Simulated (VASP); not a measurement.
Runs of VASP 6.6.1 on CaS. It takes space group Fm-3m (No. 225, cubic). The conventional cell has a = 5.696 Å, b = 5.696 Å, c = 5.696 Å, α = 90.00°, β = 90.00°, γ = 90.00°. Within 3.8 Å of Ca (site symmetry m-3m) lie 6 S at 2.85 Å. S (site symmetry m-3m) has 6 Ca at 2.85 Å within 3.8 Å. 

| level | potentials or basis | k mesh | cutoff (eV) | grid for exact exchange (PRECFOCK) | screening parameter | gap on the mesh (eV) | pressure (GPa) |
| --- | --- | --- | --- | --- | --- | --- | --- |
| HSE06 | VASP PAW PBE potentials, release 64 (Ca_sv, S) | 4 × 4 × 4 | 400 | Normal | 0.2079 1/Å | 3.40 | 0.3 |
| LDA | VASP PAW LDA potentials, release 64 (Ca_sv, S) | 4 × 4 × 4 | 500 | - | - | 2.13 | (a) |
| PBE | VASP PAW PBE potentials, release 64 (Ca_sv, S) | 6 × 6 × 6 | 500 | - | - | 2.36 | 0.6 |
| PBE | VASP PAW PBE potentials, release 64 (Ca_sv, S) | 4 × 4 × 4 | 500 | - | - | 2.35 | (c) |
| r2SCAN | VASP PAW PBE potentials, release 64 (Ca_sv, S) | 4 × 4 × 4 | 550 | - | - | 2.80 | (b) |

Alike in all rows: task single point; no spin polarisation; cell as given; smearing gaussian 0.01 eV.

Q: Estimate the missing entries.

A: (a) -3.8; (b) 0.4; (c) 0.7.

Caveats: some runs use coarse meshes; the PAW data sets were made with another functional, which shifts forces and pressure a little (some runs).

A k mesh can miss the band edges.
